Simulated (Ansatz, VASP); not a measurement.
## One calculation of ScGa3As2, two programs

```
CELL_PARAMETERS angstrom
3.91543 0.00000 0.00000
-1.95771 3.39086 0.00000
0.00000 0.00000 9.53025
ATOMIC_POSITIONS crystal
Sc 0.00000 0.00000 0.00000
Ga 0.33333 0.66667 0.68706
Ga 0.66667 0.33333 0.31294
Ga 0.00000 0.00000 0.50000
As 0.33333 0.66667 0.17008
As 0.66667 0.33333 0.82992
```

Change from the starting cell: species swapped into the Li3YSb2 type (P-3m1, No. 164).

Alike in both runs: functional PBE; k mesh 12 × 12 × 4; occupations gaussian, width 0.1 eV; no spin polarisation.

Ansatz relaxed the structure, and its values are those at the end. VASP's run is a single point on that final structure, the one shown.

|  | VASP | Ansatz |
| --- | --- | --- |
| version | VASP 6.6.1 | Ansatz 0.2.0 |
| potentials or method | VASP PAW PBE potentials, release 64 (Sc_sv, Ga_d, As), cutoff 520 eV | scalar-relativistic, plane waves, PAW |
| valence electrons in the cell | 60 | 80 |

|  | VASP | Ansatz | Ansatz less VASP |
| --- | --- | --- | --- |
| gap on the k mesh at the Fermi level (eV) | none | none | - |
| pressure (GPa) | 0.2 | 0.0 | -0.17 |
| rms of the force components (eV/Å) | 0.005 | 0.000 | -0.0050 |

A gap of «none» marks a metal or a gap that the smearing closes. The functional is the same, so the differences come from potentials, cutoffs and numerics. VASP's potentials hold 60 valence electrons a cell and Ansatz's 80, so a difference there can come from the potentials and not from the codes.
